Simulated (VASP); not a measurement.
A run of VASP 6.6.1 is set up as follows.

The input POSCAR:

```
FePt
1.0
    3.0510461187      0.0000000000      0.0000000000
    0.0000000000      3.0510461187      0.0000000000
    0.0000000000      0.0000000000      3.0510461187
Fe Pt
1 1
Direct
    0.5000000000      0.5000000000      0.5000000000
    0.0000000000      0.0000000000      0.0000000000
```

Contents of INCAR.step1:

```
SYSTEM = FePt
ALGO = Normal ; EDIFF = 1E-4
ENCUT = 520 ; GGA = PE
ISMEAR = 0 ; ISPIN = 2
LASPH = .TRUE. ; LCHARG = .FALSE.
LMAXMIX = 4 ; LREAL = .FALSE.
LWAVE = .TRUE. ; MAGMOM = 3.7 0.45
NBANDS = 20 ; NELM = 150
PREC = Accurate ; SIGMA = 0.1
```

Contents of INCAR.step2:

```
SYSTEM = FePt
ALGO = Normal ; EDIFF = 1E-6
ENCUT = 520 ; ISIF = 2
ISMEAR = 0 ; ISPIN = 2
ISTART = 1 ; LASPH = .TRUE.
LCHARG = .FALSE. ; LMAXMIX = 4
LMIXTAU = .TRUE. ; LORBIT = 11
LREAL = .FALSE. ; LWAVE = .FALSE.
MAGMOM = 3.7 0.45 ; METAGGA = R2SCAN
NBANDS = 20 ; NELM = 150
PREC = Accurate ; SIGMA = 0.1
```

Contents of KPOINTS:

```
k-points
0
G
  14 14 14
  0 0 0
```

Potentials or basis: VASP PAW PBE potentials, release 64 (Fe, Pt).

Launch:

```sh
$ cat potpaw_PBE.64/Fe/POTCAR potpaw_PBE.64/Pt/POTCAR > POTCAR
$ cp INCAR.step1 INCAR
$ mpirun -np 1 vasp_std > vasp.out
$ cp INCAR.step2 INCAR
$ mpirun -np 1 vasp_std > vasp.out
```

Problem. Estimate the pressure.

Solution. -0.1 GPa.

Problem. What does it give for the net moment?

Solution. 3.63 μB per cell.

Caveat: the PAW data sets were made with another functional, which shifts forces and pressure a little.
